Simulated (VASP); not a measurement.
Input of a VASP 6.6.1 run:

INCAR

```
PREC = Accurate
ENCUT = 520
EDIFF = 1E-6
ISMEAR = -1
SIGMA = 0.08
LREAL = F
LASPH = T
NELM = 100
ALGO = Normal
ISIF = 2
LWAVE = F
LCHARG = T
GGA = PS
LELF = T
LVHAR = T
NBANDS = 16
```

KPOINTS

```
Automatic mesh
0
Gamma
  12 12 12
```

File POSCAR:

```
HgTe
1.0
   -0.0292150000      2.9068925000      2.9068925000
    2.9068925000     -0.0292150000      2.9068925000
    2.9068925000      2.9068925000     -0.0292150000
Hg Te
1 1
Direct
    0.0000000000      0.0000000000      0.0000000000
    0.5000000000      0.5000000000      0.5000000000
```

Potentials or basis: VASP PAW PBE potentials, release 64 (Hg, Te).

Command:

```bash
$ cat potpaw_PBE.64/Hg/POTCAR potpaw_PBE.64/Te/POTCAR > POTCAR
$ mpirun -np 1 vasp_std > vasp.out
```

Task: What does it give for the pressure?

Result: 6.4 GPa.

Task: What does it give for the band gap on the k mesh?

Result: Zero (band 9 reaches 6.24 eV, above the bottom of band 10 at 3.01 eV).

Stress tensor (GPa, compression positive):
```
6.38 0.14 0.14
0.14 6.38 0.14
0.14 0.14 6.38
```

Caveat: the cell differs from its parent crystal (equal xy, yz and zx shear strains of -1 %); the PAW data sets were made with another functional, which shifts forces and pressure a little; spin-orbit coupling is left out, which moves the levels of the heavy elements.
